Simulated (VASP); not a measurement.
# BaTe (Fm-3m) in VASP: further runs, part 2 of 2

VASP 6.6.1. The steps go on from the part before.

## 5. Single point, r2SCAN

The input, POSCAR:

```
BaTe
1.0
    0.0000000000      3.4100000000      3.4100000000
    3.4100000000      0.0000000000      3.4100000000
    3.4100000000      3.4100000000      0.0000000000
Ba Te
1 1
Direct
    0.0000000000      0.0000000000      0.0000000000
    0.5000000000      0.5000000000      0.5000000000
```

The input, INCAR.step1:

```
PREC = Accurate
ENCUT = 550
ISMEAR = 0
SIGMA = 0.01
LREAL = F
LASPH = T
NELM = 120
NBANDS = 15
GGA = PE
ALGO = Normal
EDIFF = 1E-5
LWAVE = T
LCHARG = F
GGA_COMPAT = F
```

The input, INCAR.step2:

```
PREC = Accurate
ENCUT = 550
EDIFF = 1E-6
ISMEAR = 0
SIGMA = 0.01
LREAL = F
LASPH = T
NELM = 120
ALGO = Normal
ISIF = 2
LWAVE = F
LCHARG = T
METAGGA = R2SCAN
LMIXTAU = T
LELF = T
LVHAR = T
NBANDS = 15
ISTART = 1
GGA_COMPAT = F
```

The input, KPOINTS:

```
regular mesh
0
Gamma
  7 7 7
```

Potentials or basis: VASP PAW PBE potentials, release 64 (Ba_sv, Te).

Launch:

```console
> cat potpaw_PBE.64/Ba_sv/POTCAR potpaw_PBE.64/Te/POTCAR > POTCAR
> cp INCAR.step1 INCAR
> mpirun -np 1 vasp_std > vasp.out
> cp INCAR.step2 INCAR
> mpirun -np 1 vasp_std > vasp.out
```

OUTCAR:

```text
PREC = Accurate
   ENCUT = 550
   EDIFF = 1E-6
   ISMEAR = 0
   LREAL = F
   LASPH = T
   NELM = 120
   ISIF = 2
   METAGGA = R2SCAN
   ISTART = 1

 ion  position               nearest neighbor table
   1  0.000  0.000  0.000-   2 3.41   2 3.41   2 3.41   2 3.41   2 3.41   2 3.41
   2  0.500  0.500  0.500-   1 3.41   1 3.41   1 3.41   1 3.41   1 3.41   1 3.41

  LATTYP: Found a face centered cubic cell.
 ALAT       =     6.8200000000

  Lattice vectors:
[... 540 lines left out ...]
     15      11.7505      0.00000

------------------------ aborting loop because EDIFF is reached ----------------------------------------

  FORCE on cell =-STRESS in cart. coord.  units (eV):
  Direction    XX          YY          ZZ          XY          YZ          ZX
  --------------------------------------------------------------------------------------
  -------------------------------------------------------------------------------------
  Total        2.2311083      2.2311083      2.2311083      0.0000000      0.0000000     -0.0000000
  in kB       45.0752457     45.0752457     45.0752457      0.0000000      0.0000000     -0.0000000
  external PRESSURE =      45.0752457 kB  Pullay stress =       0.0000000 kB

 VOLUME and BASIS-vectors are now :
 -----------------------------------------------------------------------------
  energy-cutoff  :      550.00
  volume of cell :       79.30
      direct lattice vectors                 reciprocal lattice vectors
     0.000000000  3.410000000  3.410000000    -0.146627566  0.146627566  0.146627566
     3.410000000  0.000000000  3.410000000     0.146627566 -0.146627566  0.146627566
     3.410000000  3.410000000  0.000000000     0.146627566  0.146627566 -0.146627566

 POSITION                                       TOTAL-FORCE (eV/Angst)
 -----------------------------------------------------------------------------------
      0.00000      0.00000      0.00000         0.000000      0.000000      0.000000
      3.41000      3.41000      3.41000         0.000000      0.000000      0.000000
 -----------------------------------------------------------------------------------
    total drift:                                0.000000     -0.000000     -0.000000

  FREE ENERGIE OF THE ION-ELECTRON SYSTEM (eV)
  ---------------------------------------------------
  free  energy   TOTEN  =       -55.9064419473 eV

  energy  without entropy=      -55.9064419473  energy(sigma->0) =      -55.90644195
```

OUTCAR.step1:

```text
PREC = Accurate
   ENCUT = 550
   ISMEAR = 0
   LREAL = F
   LASPH = T
[... 574 lines left out ...]
 -----------------------------------------------------------------------------------
      0.00000      0.00000      0.00000        -0.000000      0.000000      0.000000
      3.41000      3.41000      3.41000         0.000000     -0.000000     -0.000000
 -----------------------------------------------------------------------------------
    total drift:                                0.000000     -0.000000     -0.000000

  FREE ENERGIE OF THE ION-ELECTRON SYSTEM (eV)
  ---------------------------------------------------
  free  energy   TOTEN  =        -8.5127805379 eV

  energy  without entropy=       -8.5127805379  energy(sigma->0) =       -8.51278054
```

OSZICAR.step1:

```text
N       E                     dE             d eps       ncg     rms          rms(c)
DAV:   1     0.874546539095E+02    0.87455E+02   -0.63750E+03   600   0.927E+02
DAV:   2    -0.302629826827E+01   -0.90481E+02   -0.82648E+02   797   0.163E+02
DAV:   3    -0.845530080607E+01   -0.54290E+01   -0.53859E+01   791   0.424E+01
DAV:   4    -0.859777089898E+01   -0.14247E+00   -0.14241E+00   792   0.688E+00
DAV:   5    -0.860042958185E+01   -0.26587E-02   -0.26586E-02   866   0.744E-01    0.417E+00
DAV:   6    -0.850652602238E+01    0.93904E-01   -0.10479E-01   677   0.168E+00    0.275E+00
DAV:   7    -0.850801264815E+01   -0.14866E-02   -0.99585E-02   740   0.185E+00    0.794E-01
DAV:   8    -0.851217835304E+01   -0.41657E-02   -0.11942E-02   670   0.738E-01    0.208E-01
DAV:   9    -0.851258068025E+01   -0.40233E-03   -0.53703E-04   789   0.172E-01    0.549E-02
DAV:  10    -0.851275595202E+01   -0.17527E-03   -0.16232E-04   691   0.916E-02    0.185E-02
DAV:  11    -0.851278300240E+01   -0.27050E-04   -0.54433E-05   747   0.449E-02    0.199E-02
DAV:  12    -0.851278053792E+01    0.24645E-05   -0.77384E-06   510   0.181E-02
   1 F= -.85127805E+01 E0= -.85127805E+01  d E =-.331421E-81
```

Run time: 1.7 min. Hardware: 1 thread of Intel Xeon Platinum 8488C (Sapphire Rapids), shared host; peak memory 0.26 GiB.

Results:

| Property | Result |
| --- | --- |
| Free energy | -55.9064 eV |
| Pressure | 4.5 GPa |
| Band gap on the k mesh | 1.74 eV (least direct gap 2.12 eV) |

Caveat: the cell stands under pressure; the PAW data sets were made with another functional, which shifts forces and pressure a little; spin-orbit coupling is left out, which moves the levels of the heavy elements; an odd mesh through Γ misses points on the zone boundary, where band edges can lie.

## 6. Overview

| k mesh | gap on the mesh (eV) | pressure (GPa) |
| --- | --- | --- |
| 4 × 4 × 4 | 1.68 | 4.6 |
| 5 × 5 × 5 | 1.79 | 4.5 |
| 6 × 6 × 6 | 1.68 | 4.5 |
| 7 × 7 × 7 | 1.74 | 4.5 |

Alike in all rows: task single point; level r2SCAN; potentials or basis VASP PAW PBE potentials, release 64 (Ba_sv, Te); no spin polarisation; cell as given; cutoff (eV) 550; smearing gaussian 0.01 eV.

Caveats: the cell stands under pressure; the PAW data sets were made with another functional, which shifts forces and pressure a little; spin-orbit coupling is left out, which moves the levels of the heavy elements; an odd mesh through Γ misses points on the zone boundary, where band edges can lie (at least some runs).

Absolute energies hang on the potentials; compare differences alone.
